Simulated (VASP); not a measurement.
# Si7Ge (Cmm2) in VASP: single point with PBEsol

Aim: the single point of Si7Ge with PBEsol.

All numbers are computed with VASP 6.6.1; they aren't measurements. Logs are shortened: lines on timing, memory, paths and dates and some standing lists are left out, and cuts for length are marked.

### Step 1. The cell of the first run

It takes space group Cmm2 (No. 35, orthorhombic). The conventional cell has a = 7.720 Å, b = 7.720 Å, c = 16.918 Å, α = 90.00°, β = 90.00°, γ = 90.00°. Within 3.1 Å of Si (site symmetry m) lie 3 Si at 2.36 Å and 1 Ge at 2.39 Å. Si (site symmetry m) has 3 Si at 2.36 Å and 1 Ge at 2.39 Å within 3.1 Å. Within 3.1 Å of Si (site symmetry mm2) lie 4 Si at 2.36 Å. Within 3.1 Å of Si (site symmetry mm2) lie 2 Si at 2.36 Å. Within 3.1 Å of Si (site symmetry 2) lie 4 Si at 2.36 Å. Si (site symmetry 2) has 4 Si at 2.36 Å within 3.1 Å. Within 3.1 Å of Si (site symmetry m) lie 2 Si at 2.36 Å. Within 3.1 Å of Si (site symmetry m) lie 3 Si at 2.36 Å and 1 Ge at 2.39 Å.

### Step 2. Single point, PBEsol (the distance across one plane changed)

Input file INCAR:

```
SYSTEM = Si7Ge
PREC = Accurate
ENCUT = 520
EDIFF = 1E-6
ISMEAR = 0
SIGMA = 0.03
LREAL = Auto
LASPH = .True.
NELM = 100
ALGO = Normal
ISIF = 2
LWAVE = .False.
LCHARG = .True.
GGA = PS
LELF = .True.
LVHAR = .True.
NBANDS = 56
```

Input file KPOINTS:

```
regular mesh
0
Gamma
  6 6 3
  0 0 0
```

Input file POSCAR:

```
Si7Ge
1.0
    0.0000000000     -5.4591768537      0.0000000000
    0.0000000000      0.0000000000     -5.4591768537
   16.9183537074      0.0000000000      0.0000000000
Si Ge
14 2
Direct
    0.7474023192      0.7474023192      0.4449396456
    0.7474023192      0.7474023192      0.1222618633
    0.5000000000      0.5000000000      0.3634319862
    0.5000000000      0.5000000000      0.0407542039
    0.5000000000      1.0000000000      0.5247708773
    0.5000000000      1.0000000000      0.2020930950
    1.0000000000      0.5000000000      0.5247708773
    1.0000000000      0.5000000000      0.2020930950
    0.7474023192      0.2525976808      0.6046021090
    0.7474023192      0.2525976808      0.2819243267
    0.2525976808      0.7474023192      0.6046021090
    0.2525976808      0.7474023192      0.2819243267
    0.2525976808      0.2525976808      0.4449396456
    0.2525976808      0.2525976808      0.1222618633
    1.0000000000      1.0000000000      0.3634319862
    1.0000000000      1.0000000000      0.0407542039
```

Potentials or basis: VASP PAW PBE potentials, release 64 (Si, Ge_d).

Command:

```bash
$ cat potpaw_PBE.64/Si/POTCAR potpaw_PBE.64/Ge_d/POTCAR > POTCAR
$ mpirun -np 1 vasp_std > vasp.out
```

OUTCAR:

```text
SYSTEM = Si7Ge
   PREC = Accurate
   ENCUT = 520
   EDIFF = 1E-6
   ISMEAR = 0
   LREAL = Auto
   LASPH = .True.
   NELM = 100
   ISIF = 2
   GGA = PS

 ion  position               nearest neighbor table
   1  0.747  0.747  0.445-   3 2.36   5 2.36   7 2.36  15 2.39
   2  0.747  0.747  0.122-   4 2.36   6 2.36   8 2.36  16 2.39
   3  0.500  0.500  0.363-   1 2.36  13 2.36  12 2.36  10 2.36
   4  0.500  0.500  0.041-   2 2.36  14 2.36
   5  0.500  0.000  0.525-   1 2.36   9 2.36  11 2.36  13 2.36
   6  0.500  0.000  0.202-  10 2.36  12 2.36   2 2.36  14 2.36
   7  0.000  0.500  0.525-   1 2.36   9 2.36  11 2.36  13 2.36
   8  0.000  0.500  0.202-  10 2.36  12 2.36   2 2.36  14 2.36
   9  0.747  0.253  0.605-   5 2.36   7 2.36
  10  0.747  0.253  0.282-   6 2.36   8 2.36   3 2.36  15 2.39
  11  0.253  0.747  0.605-   5 2.36   7 2.36
  12  0.253  0.747  0.282-   6 2.36   8 2.36   3 2.36  15 2.39
  13  0.253  0.253  0.445-   3 2.36   5 2.36   7 2.36  15 2.39
  14  0.253  0.253  0.122-   4 2.36   6 2.36   8 2.36  16 2.39
  15  0.000  0.000  0.363-   1 2.39  13 2.39  12 2.39  10 2.39
  16  0.000  0.000  0.041-   2 2.39  14 2.39

  LATTYP: Found a simple tetragonal cell.
 ALAT       =     5.4591768537
 C/A-ratio  =     3.0990667935

  Lattice vectors:

 A1 = (   0.0000000000,  -5.4591768537,   0.0000000000)
 A2 = (   0.0000000000,   0.0000000000,  -5.4591768537)
 A3 = (  16.9183537074,   0.0000000000,   0.0000000000)

Analysis of symmetry for initial positions (statically):
=====================================================================
 Subroutine PRICEL returns:
 Original cell was already a primitive cell.

 Routine SETGRP: Setting up the symmetry group for a
 simple tetragonal supercell.

 Subroutine GETGRP returns: Found  4 space group operations
 (whereof  4 operations were pure point group operations)
 out of a pool of 16 trial point group operations.

The static configuration has the point symmetry C_2v.

Analysis of symmetry for dynamics (positions and initial velocities):
=====================================================================
 Subroutine PRICEL returns:
 Original cell was already a primitive cell.

 Routine SETGRP: Setting up the symmetry group for a
 simple tetragonal supercell.

 Subroutine GETGRP returns: Found  4 space group operations
 (whereof  4 operations were pure point group operations)
 out of a pool of 16 trial point group operations.

The dynamic configuration has the point symmetry C_2v.

 Subroutine INISYM returns: Found  4 space group operations
 (whereof  4 operations are pure point group operations),
 and found     1 'primitive' translations

----------------------------------------------------------------------------------------

                                     Primitive cell

  volume of cell :     504.2111

  direct lattice vectors                    reciprocal lattice vectors
     0.000000000 -5.459176854  0.000000000     0.000000000 -0.183177799  0.000000000
     0.000000000  0.000000000 -5.459176854     0.000000000  0.000000000 -0.183177799
    16.918353707  0.000000000  0.000000000     0.059107406  0.000000000  0.000000000

  length of vectors
     5.459176854  5.459176854 16.918353707     0.183177799  0.183177799  0.059107406

  position of ions in fractional coordinates (direct lattice)
     0.747402319  0.747402319  0.444939646
     0.747402319  0.747402319  0.122261863
     0.500000000  0.500000000  0.363431986
     0.500000000  0.500000000  0.040754204
     0.500000000  0.000000000  0.524770877
     0.500000000  0.000000000  0.202093095
[... 8 lines left out ...]
     0.000000000  0.000000000  0.363431986
     0.000000000  0.000000000  0.040754204

  ion indices of the primitive-cell ions
   primitive index   ion index
                 1           1
                 2           2
                 3           3
                 4           4
                 5           5
                 6           6
[... 8 lines left out ...]
                15          15
                16          16

----------------------------------------------------------------------------------------

 KPOINTS: regular mesh

Automatic generation of k-mesh.
 Grid dimensions read from file:
 generate k-points for:    6    6    3

 Generating k-lattice:

  Cartesian coordinates                     Fractional coordinates (reciprocal lattice)
     0.000000000 -0.030529633  0.000000000     0.166666667  0.000000000  0.000000000
     0.000000000  0.000000000 -0.030529633     0.000000000  0.166666667  0.000000000
     0.019702469  0.000000000  0.000000000     0.000000000  0.000000000  0.333333333

  Length of vectors
     0.030529633  0.030529633  0.019702469

  Shift w.r.t. Gamma in fractional coordinates (k-lattice)
     0.000000000  0.000000000  0.000000000

 Subroutine IBZKPT returns following result:
 ===========================================

 Found     26 irreducible k-points:

 Following reciprocal coordinates:
            Coordinates               Weight
  0.000000  0.000000  0.000000      1.000000
  0.166667  0.000000  0.000000      4.000000
  0.333333  0.000000  0.000000      4.000000
  0.500000  0.000000  0.000000      2.000000
  0.166667  0.166667  0.000000      2.000000
 -0.166667  0.166667  0.000000      2.000000
[... 16 lines left out ...]
  0.333333  0.333333  0.333333      4.000000
 -0.333333  0.333333  0.333333      4.000000
 [... further k-points ...]
   k-points           NKPTS =     26   k-points in BZ     NKDIM =     26   number of bands    NBANDS=     56
   number of dos      NEDOS =    301   number of ions     NIONS =     16
   total plane-waves  NPLWV = 222264
   dimension x,y,z NGX =    42 NGY =   42 NGZ =  126
   dimension x,y,z NGXF=    84 NGYF=   84 NGZF=  252
   ions per type =              14   2
   NGX,Y,Z   is equivalent  to a cutoff of  12.79, 12.79, 12.38 a.u.
   NGXF,Y,Z  is equivalent  to a cutoff of  25.58, 25.58, 24.76 a.u.
 SYSTEM =  Si7Ge
   PREC   = accura    normal or accurate (medium, high low for compatibility)
   ISTART =      0    job   : 0-new  1-cont  2-samecut
   ICHARG =      2    charge: 1-file 2-atom 10-const
   ISPIN  =      1    spin polarized calculation?
   LNONCOLLINEAR =      F non collinear calculations
   LSORBIT =      F    spin-orbit coupling
   LASPH  =      T    aspherical Exc in radial PAW
   ENCUT  =  520.0 eV  38.22 Ry    6.18 a.u.  10.15 10.15 31.46*2*pi/ulx,y,z
   NELM   =    100;   NELMIN=  2; NELMDL= -5     # of ELM steps
   EDIFF  = 0.1E-05   stopping-criterion for ELM
   LREAL  =      T    real-space projection
   EDIFFG = 0.1E-04   stopping-criterion for IOM
   NSW    =      0    number of steps for IOM
   IBRION =     -1    ionic relax: 0-MD 1-quasi-New 2-CG
   NFREE  =      0    steps in history (QN), initial steepest desc. (CG)
   ISIF   =      2    stress and relaxation
   ISYM   =      2    0-nonsym 1-usesym 2-fastsym
   POTIM  = 0.5000    time-step for ionic-motion
   TEBEG  =    0.0;   TEEND  =   0.0 temperature during run
   PSTRESS=    0.0 pullay stress
   NELECT =      84.0000    total number of electrons
   NUPDOWN=      -1.0000    fix difference up-down
   EMIN   =  10.00;   EMAX   =-10.00  energy-range for DOS
   EFERMI =   0.00;   METHOD = LEGACY
   ISMEAR =     0;   SIGMA  =   0.03  broadening in eV -4-tet -1-fermi 0-gaus
   EFERMI_NEDOS =   21; number of points for ismear=-14 and -15
   IALGO  =     38    algorithm
   IMIX   =      4    mixing-type and parameters
     AMIX     =   0.40;   BMIX     =  1.00
     AMIX_MAG =   1.60;   BMIX_MAG =  1.00
  volume/ion in A,a.u.               =      31.51       212.66
  Fermi-wavevector in a.u.,A,eV,Ry     =   0.900804  1.702273 11.040426  0.811448
  Thomas-Fermi vector in A             =   2.023807
   LORBIT       =      0    0 simple, 1 ext, 2 COOP (PROOUT), +10 PAW based schemes
   GGA     = PS    functional components
   LHFCALC =     F    Hartree Fock is set to
   AEXX    =    0.0000 exact exchange contribution
   IVDW    =     0    specifies the selected vdW correction
   LEPSILON=     F    determine dielectric tensor
   LRPA    =     F    only Hartree local field effects (RPA)
 non-spin polarized calculation
 Gauss-broadening in eV      SIGMA  =   0.03
  energy-cutoff  :      520.00
  volume of cell :      504.21
 maximum number of plane-waves:     13676
 NGX is ok and might be reduce to    42
   NGX = 21   NGY = 21   NGZ = 63

 number of electron      84.0000030 magnetization

 Free energy of the ion-electron system (eV)
  ---------------------------------------------------
  ext. energy  EPLUGINS =         0.00000000
  ---------------------------------------------------
  free energy    TOTEN  =       -82.37007682 eV

  energy without entropy =      -82.36755772  energy(sigma->0) =      -82.36881727

 E-fermi :   1.6201     XC(G=0):  -7.1770

 val. band max:        1.5965776133   @ k =   0.3333   0.3333   0.3333
 cond. band min:       1.6258849051   @ k =   0.3333   0.3333   0.0000
 fundamental gap:      0.0293072919
 Fermi energy:         1.6201136165

 k-point     1 :       0.0000    0.0000    0.0000
  band No.  band energies     occupation
      1     -22.4060      2.00000
      2     -22.4058      2.00000
      3     -22.4023      2.00000
      4     -22.3810      2.00000
      5     -22.3745      2.00000
      6     -22.3136      2.00000
[... 46 lines left out ...]
     53       4.0715      0.00000
     54       4.2083      0.00000

 k-point     2 :       0.1667    0.0000    0.0000
  band No.  band energies     occupation
      1     -22.4060      2.00000
      2     -22.4058      2.00000
      3     -22.4023      2.00000
      4     -22.3810      2.00000
      5     -22.3745      2.00000
      6     -22.3136      2.00000
[... 46 lines left out ...]
     53       4.0577      0.00000
     54       4.0978      0.00000
[... 1195 lines left out ...]
     53       5.1502      0.00000
     54       5.3191      0.00000

 k-point    24 :      -0.3333    0.3333    0.3333
  band No.  band energies     occupation
      1     -22.4060      2.00000
      2     -22.4058      2.00000
      3     -22.4024      2.00000
      4     -22.3809      2.00000
      5     -22.3743      2.00000
      6     -22.3137      2.00000
[... 46 lines left out ...]
     53       4.7107      0.00000
     54       5.2970      0.00000

 [... further k-points ...]

 [bands above 54 left out]

------------------------ aborting loop because EDIFF is reached ----------------------------------------

  FORCE on cell =-STRESS in cart. coord.  units (eV):
  Direction    XX          YY          ZZ          XY          YZ          ZX
  --------------------------------------------------------------------------------------
  -------------------------------------------------------------------------------------
  Total       -0.5883182     -4.3845406     -4.3845406      0.0000000      3.1986626      0.0000000
  in kB       -1.8694352    -13.9322819    -13.9322819      0.0000000     10.1640452      0.0000000
  external PRESSURE =      -9.9113330 kB  Pullay stress =       0.0000000 kB

 VOLUME and BASIS-vectors are now :
 -----------------------------------------------------------------------------
  energy-cutoff  :      520.00
  volume of cell :      504.21
      direct lattice vectors                 reciprocal lattice vectors
     0.000000000 -5.459176854  0.000000000     0.000000000 -0.183177799  0.000000000
     0.000000000  0.000000000 -5.459176854     0.000000000  0.000000000 -0.183177799
    16.918353707  0.000000000  0.000000000     0.059107406  0.000000000  0.000000000

 POSITION                                       TOTAL-FORCE (eV/Angst)
 -----------------------------------------------------------------------------------
      7.52765     -4.08020     -4.08020        -0.006145      0.062197      0.062197
      2.06847     -4.08020     -4.08020         0.020999      0.149419      0.149419
      6.14867     -2.72959     -2.72959         0.053338      0.000000      0.000000
      0.68949     -2.72959     -2.72959         0.186580      0.000000      0.000000
      8.87826     -2.72959      0.00000         0.092036      0.000000      0.000000
      3.41908     -2.72959      0.00000         0.041274      0.000000      0.000000
[... 8 lines left out ...]
      6.14867      0.00000      0.00000         0.075059      0.000000      0.000000
      0.68949      0.00000      0.00000        -0.193637      0.000000      0.000000
 -----------------------------------------------------------------------------------
    total drift:                               -0.015632      0.000000      0.000000

  FREE ENERGIE OF THE ION-ELECTRON SYSTEM (eV)
  ---------------------------------------------------
  free  energy   TOTEN  =       -82.3700768184 eV

  energy  without entropy=      -82.3675577244  energy(sigma->0) =      -82.36881727
```

Run time: 17 min. Hardware: 1 thread of Intel Xeon 8259CL, shared host; peak memory 0.76 GiB.

Results:

```
Free energy            : -82.3701 eV
Pressure               : -1.0 GPa
Largest force          : 0.212 eV/Å
Band gap on the k mesh : zero (bands 42 and 43 overlap by 0.24 eV)
```

Forces in eV/Å, atoms in the order of the input:
```
Si  -0.006  0.062  0.062
Si   0.021  0.149  0.149
Si   0.053  0.000  0.000
Si   0.187  0.000  0.000
Si   0.092  0.000  0.000
Si   0.041  0.000  0.000
Si   0.092  0.000  0.000
Si   0.041  0.000  0.000
Si  -0.116  0.077 -0.077
Si  -0.093  0.047 -0.047
Si  -0.116 -0.077  0.077
Si  -0.093 -0.047  0.047
Si  -0.006 -0.062 -0.062
Si   0.021 -0.149 -0.149
Ge   0.075  0.000  0.000
Ge  -0.194  0.000  0.000
```

Stress tensor (GPa, compression positive):
```
-0.19  0.00  0.00
 0.00 -1.39  1.02
 0.00  1.02 -1.39
```

Caveat: the cell differs from its parent crystal (the distance across one plane changed); the PAW data sets were made with another functional, which shifts forces and pressure a little.

The gap in the log of VASP goes by the Fermi energy; the results here count the filled bands.